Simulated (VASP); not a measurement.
Runs of VASP 6.6.1 on TaN (zincblende type). The structure is that of space group F-43m (No. 216), or close to it. The cells are those of the table. 

```csv
task,cell,cutoff (eV),gap on the mesh (eV),pressure (GPa)
relaxation of cell and atoms,"relaxed to 140 GPa from a = 2.984 Å, angles 60.0°, 2 atoms",600,none,140.0
single point,"a = 3.039 Å, angles 60.0°, 2 atoms",520,none,143.0
relaxation of cell and atoms,"relaxed to 140 GPa from a = 3.039 Å, angles 60.0°, 2 atoms",600,none,140.0
single point,"a = 3.036 Å, angles 60.0°, 2 atoms",520,none,(a)
```

Alike in all rows: level PBE; potentials or basis VASP PAW PBE potentials, release 64 (Ta_pv, N); no spin polarisation; k mesh 16 × 16 × 16; smearing fermi-dirac 0.05 eV.

Question: Fill in the values left out.

Answer: (a) 145.4.

Caveats: spin-orbit coupling is left out, which moves the levels of the heavy elements; the cell is relaxed towards a set pressure, so the enthalpy falls and the energy may rise (some runs).

A k mesh can miss the band edges, and the runs leave out spin-orbit coupling on Ta.

A gap of «none» marks levels without a gap at the run's occupations.
